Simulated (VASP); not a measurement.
Set up this calculation in VASP 6.6.1, as the native input.

| Quantity | Value |
| --- | --- |
| Task | single point |
| Functional | r2SCAN |
| Potentials or basis | VASP PAW PBE potentials, release 64 (Mg, Sb, Ge_d) |
| Cutoff | 520 eV |
| k mesh | 6 × 6 × 4 |
| Occupations | fermi-dirac, width 0.02 eV |
| Spin | no spin polarisation |
| Dipole correction | no |
| Further INCAR settings | ALGO = Normal; EDIFF = 1e-07; NBANDS = 21 |

MgGeSb2:

```
Mg Sb Ge
1.0
     4.31254    0.00000    0.00000
     0.00000    4.31254    0.00000
     0.00000    0.00000    6.36259
Mg Sb Ge
1 2 1
Direct
  0.00000 0.00000 0.00000
  0.00000 0.50000 0.26075
  0.50000 0.00000 0.73925
  0.50000 0.50000 0.50000
```

The input as run:

POSCAR

```
MgGeSb2
1.0
    4.3125407050      0.0000000000      0.0000000000
    0.0000000000      4.3125407050      0.0000000000
    0.0000000000      0.0000000000      6.3625909507
Mg Sb Ge
1 2 1
Direct
    0.0000000000      0.0000000000      0.0000000000
    0.0000000000      0.5000000000      0.2607511146
    0.5000000000      0.0000000000      0.7392488854
    0.5000000000      0.5000000000      0.5000000000
```

INCAR.step1

```
SYSTEM = MgGeSb2
ALGO     = Normal         ! electronic algorithm
EDIFF    = 1E-4           ! SCF threshold, eV
ENCUT    = 520            ! plane-wave cutoff, eV
GGA      = PE             ! functional
ISMEAR   = -1             ! smearing method
LASPH    = .True.         ! aspherical terms in the spheres
LCHARG   = .False.        ! write CHGCAR
LREAL    = .False.        ! projectors in reciprocal space
LWAVE    = .True.         ! write WAVECAR
NBANDS   = 21             ! bands
NELM     = 60             ! most SCF steps
PREC     = Accurate       ! precision mode
SIGMA    = 0.02           ! smearing width, eV
```

INCAR.step2

```
SYSTEM = MgGeSb2
ALGO     = Normal         ! electronic algorithm
EDIFF    = 1E-7           ! SCF threshold, eV
ENCUT    = 520            ! plane-wave cutoff, eV
ISIF     = 2              ! what is computed and relaxed
ISMEAR   = -1             ! smearing method
ISTART   = 1            
LASPH    = .True.         ! aspherical terms in the spheres
LCHARG   = .False.        ! write CHGCAR
LMIXTAU  = .True.       
LREAL    = .False.        ! projectors in reciprocal space
LWAVE    = .False.        ! write WAVECAR
METAGGA  = R2SCAN         ! meta-GGA
NBANDS   = 21             ! bands
NELM     = 60             ! most SCF steps
PREC     = Accurate       ! precision mode
SIGMA    = 0.02           ! smearing width, eV
```

KPOINTS

```
k-points
0
Gamma
  6 6 4
  0 0 0
```

Potentials or basis: VASP PAW PBE potentials, release 64 (Mg, Sb, Ge_d).

Launch:

```sh
$ cat potpaw_PBE.64/Mg/POTCAR potpaw_PBE.64/Sb/POTCAR potpaw_PBE.64/Ge_d/POTCAR > POTCAR
$ cp INCAR.step1 INCAR
$ mpirun -np 1 vasp_std > vasp.out
$ cp INCAR.step2 INCAR
$ mpirun -np 1 vasp_std > vasp.out
```

It gave:

The pressure is 3.2 GPa and the largest force is 0.110 eV/Å. The band gap on the k mesh is zero (bands 13 and 14 overlap by 0.29 eV).

Caveat: the cell stands under pressure; the PAW data sets were made with another functional, which shifts forces and pressure a little; spin-orbit coupling is left out, which moves the levels of the heavy elements.

Run time: 83 s on 1 thread of Intel(R) Xeon(R) 6975P-C (Granite Rapids), with other jobs on the host, peak memory 0.27 GiB.
